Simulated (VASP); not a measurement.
Set up this calculation in VASP 6.6.1, as the native input.

* Task: single point
* Functional: PBE
* Potentials or basis: VASP PAW PBE potentials, release 64 (Mg, Cd, Se)
* Cutoff: 520 eV
* k mesh: 4 × 4 × 2
* Occupations: gaussian, width 0.1 eV
* Spin: no spin polarisation
* Dipole correction: no
* Further INCAR settings: ALGO = Normal; EDIFF = 1e-06; NBANDS = 31

The structure of Mg3CdSe4 lies in POSCAR:

```
Mg3CdSe4
1.0
    4.2849250176      0.0000000000      0.0000000000
    0.0000000000      4.2849250176      0.0000000000
    0.0000000000      0.0000000000     11.9972959853
Mg Cd Se
3 1 4
Direct
    0.0000000000      0.0000000000      0.7545854929
    0.5000000000      0.5000000000      0.0000000000
    0.0000000000      0.0000000000      0.2454145071
    0.5000000000      0.5000000000      0.5000000000
    0.5000000000      0.0000000000      0.1227152128
    0.0000000000      0.5000000000      0.3666313236
    0.5000000000      0.0000000000      0.6333686764
    0.0000000000      0.5000000000      0.8772847872
```

These files were run (other wordings do the same):

INCAR

```
PREC = Accurate ; ENCUT = 520
EDIFF = 1E-6 ; ISMEAR = 0
SIGMA = 0.1 ; LREAL = False
LASPH = True ; NELM = 100
ALGO = Normal ; ISIF = 2
LWAVE = False ; LCHARG = False
GGA = PE ; NBANDS = 31
```

KPOINTS

```
Automatic mesh
0
Gamma
  4 4 2
```

Potentials or basis: VASP PAW PBE potentials, release 64 (Mg, Cd, Se).

Launch:

```bash
$ cat potpaw_PBE.64/Mg/POTCAR potpaw_PBE.64/Cd/POTCAR potpaw_PBE.64/Se/POTCAR > POTCAR
$ mpirun -np 1 vasp_std > vasp.out
```

It gave:

```
Pressure               : 0.2 GPa
Largest force          : 0.016 eV/Å
Band gap on the k mesh : 1.88 eV
```

Wall time 38 s on 1 thread of Intel(R) Xeon(R) 6975P-C (Granite Rapids) (shared host), peak memory 0.32 GiB.
